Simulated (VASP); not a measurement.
**ZnS (NiAs type): single point with PBE**

The system is ZnS (NiAs type).

```
CELL_PARAMETERS angstrom
3.43636 0.00000 0.00000
-1.71818 2.97598 0.00000
0.00000 0.00000 5.66419
ATOMIC_POSITIONS crystal
Zn 0.00000 0.00000 0.00000
Zn 0.00000 0.00000 0.50000
S 0.33333 0.66667 0.25000
S 0.66667 0.33333 0.75000
```

* Program: VASP 6.6.1
* Task: single point
* Functional: PBE
* Potentials or basis: VASP PAW PBE potentials, release 64 (Zn, S)
* Cutoff: 520 eV
* k mesh: 11 × 11 × 6
* Occupations: fermi-dirac, width 0.1 eV
* Spin: no spin polarisation

```
Pressure               : 18.3 GPa
Band gap on the k mesh : 0.40 eV, indirect (least direct gap 2.46 eV)
```

Levels at points of the mesh, in eV from the valence-band top:
```tsv
k point	band 15	band 16	band 17	band 18	band 19	band 20	band 21	band 22
(0.00, 0.00, 0.00)	-0.92	-0.87	-0.10	-0.10	2.51	3.73	6.57	6.57
(0.00, 0.00, 0.50)	-0.44	-0.44	-0.44	-0.44	4.27	4.27	6.78	6.78
```

Wall time 33 s on 1 thread of Intel(R) Xeon(R) 6975P-C (Granite Rapids), with other jobs on the host, peak memory 0.22 GiB.

A k mesh can miss the band edges.
